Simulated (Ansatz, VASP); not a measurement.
One calculation of As, two programs

INCAR

```
PREC = Accurate
ENCUT = 520
EDIFF = 1E-7
ISMEAR = 0
SIGMA = 0.1
LREAL = False
LASPH = True
NELM = 100
ALGO = Normal
ISIF = 2
LWAVE = False
LCHARG = False
GGA = PS
NBANDS = 12
```

Contents of KPOINTS:

```
regular mesh
0
Gamma
  12 12 4
```

POSCAR

```
As
1.0
    4.2144409234      0.0000000000      0.0000000000
   -2.1072204617      3.6498129025      0.0000000000
    0.0000000000      0.0000000000     10.8265977519
As
2
Direct
    0.3333333333      0.6666666667      0.2500000000
    0.6666666667      0.3333333333      0.7500000000
```

Input for Ansatz:

```yaml
crystal:
  lattice:
    - [4.2144409234, 0.0, 0.0]
    - [-2.1072204617, 3.6498129025, 0.0]
    - [0.0, 0.0, 10.8265977519]
  atoms:
    - { symbol: As, position: [0.3333333333, 0.6666666667, 0.25] }
    - { symbol: As, position: [0.6666666667, 0.3333333333, 0.75] }
basis:
  ecutwfc: 420
kpoints:
  mp_grid: { grid: [12, 12, 4] }
hamiltonian:
  xc: pbesol
scf:
  occupations: { method: gaussian, width: 0.1 }
output:
  forces: true
  stress: true
  eigenvalues: true
  populations: true
```

Alike in both runs: task single point; functional PBEsol; k mesh 12 × 12 × 4; occupations gaussian, width 0.1 eV; no spin polarisation.

|  | VASP | Ansatz |
| --- | --- | --- |
| version | VASP 6.6.1 | Ansatz 0.2.0 |
| potentials or method | VASP PAW PBE potentials, release 64 (As), cutoff 520 eV | scalar-relativistic, plane waves, PAW |
| valence electrons in the cell | 10 | 30 |

|  | VASP | Ansatz | Ansatz less VASP |
| --- | --- | --- | --- |
| gap on the k mesh at the Fermi level (eV) | none | none | - |
| pressure (GPa) | -4.1 | -4.1 | 0.00 |
| traceless stress, the component that is largest in VASP (GPa) | 3.69 | 3.69 | +0.001 |

VASP's potentials were made for PBE, not for PBEsol. A gap of «none» marks a metal or a gap that the smearing closes. With one functional, cell and mesh, what is left measures potentials, basis and numerics. VASP's potentials hold 10 valence electrons a cell and Ansatz's 30, so a difference there can come from the potentials and not from the codes.
